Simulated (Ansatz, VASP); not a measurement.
# Two plane-wave programs on Be2C

The input POSCAR:

```
Be2C
1.0
    2.1375559260      2.1375559260      0.0000000000
   -2.1375559260      2.1375559260      0.0000000000
    0.0000000000      2.1375559260      2.1375559260
Be C
2 1
Direct
    0.2500000000      0.7500000000      0.5000000000
    0.7500000000      0.2500000000      0.5000000000
    0.0000000000      0.0000000000      0.0000000000
```

INCAR.step1

```
PREC     = Accurate       # precision mode
ENCUT    = 660            # plane-wave cutoff, eV
ISMEAR   = 0              # smearing method
SIGMA    = 0.01           # smearing width, eV
LREAL    = F              # projectors in reciprocal space
LASPH    = T              # aspherical terms in the spheres
NELM     = 120            # most SCF steps
NBANDS   = 11             # bands
GGA      = PE             # functional
ALGO     = Normal         # electronic algorithm
EDIFF    = 1E-5           # SCF threshold, eV
LWAVE    = T              # write WAVECAR
LCHARG   = F              # write CHGCAR
GGA_COMPAT= F
```

File INCAR.step2:

```
PREC     = Accurate       # precision mode
ENCUT    = 660            # plane-wave cutoff, eV
EDIFF    = 1E-6           # SCF threshold, eV
ISMEAR   = 0              # smearing method
SIGMA    = 0.01           # smearing width, eV
LREAL    = F              # projectors in reciprocal space
LASPH    = T              # aspherical terms in the spheres
NELM     = 120            # most SCF steps
ALGO     = Normal         # electronic algorithm
ISIF     = 2              # what is computed and relaxed
LWAVE    = F              # write WAVECAR
LCHARG   = F              # write CHGCAR
METAGGA  = R2SCAN         # meta-GGA
LMIXTAU  = T            
NBANDS   = 11             # bands
ISTART   = 1            
GGA_COMPAT= F
```

File KPOINTS:

```
Automatic mesh
0
Gamma
  10 10 10
```

Input for Ansatz:

```yaml
crystal:
  lattice:
    - [2.13755592604, 2.13755592604, 0.0]
    - [-2.13755592604, 2.13755592604, 0.0]
    - [0.0, 2.13755592604, 2.13755592604]
  atoms:
    - { symbol: Be, position: [0.25, 0.75, 0.5] }
    - { symbol: Be, position: [0.75, 0.25, 0.5] }
    - { symbol: C, position: [0.0, 0.0, 0.0] }
kpoints:
  mp_grid: { grid: [10, 10, 10] }
scf:
  occupations: { method: fixed }
  convergence: { dr2_threshold: 1.0e-10 }
hamiltonian:
  xc: r2scan
  pseudopotentials: { kind: paw }
output:
  forces: true
  stress: true
  eigenstates:
    kpoints:
      - [0.0, 0.0, 0.0]
      - [-0.5, 0.5, 0.0]
      - [-0.5, -0.5, -0.5]
      - [0.0, 0.0, -0.5]
      - [0.0, -0.5, -0.5]
      - [0.0, 0.5, 0.0]
      - [-0.5, 0.0, 0.0]
      - [-0.5, 0.0, -0.5]
  eigenvalues: true
```

Alike in both runs: task single point; functional r2SCAN; k mesh 10 × 10 × 10; no spin polarisation.

|  | VASP | Ansatz |
| --- | --- | --- |
| version | VASP 6.6.1 | Ansatz 0.2.0 |
| potentials or method | VASP PAW PBE potentials, release 64 (Be, C) | PAW with Ansatz's default frozen-core files, scalar-relativistic |
| plane-wave cutoff (eV) | 660 | 500 |
| occupations | gaussian, width 0.01 eV | fixed |
| valence electrons in the cell | 8 | 8 |

VASP gave:

```
gap on the k mesh at the Fermi level (eV) : 1.54
pressure (GPa)                            : 7.8
```

Task: Which values does Ansatz return?

Result: gap on the k mesh at the Fermi level (eV): 1.55; pressure (GPa): 7.0.

VASP's potentials were made for PBE, not for r2SCAN.
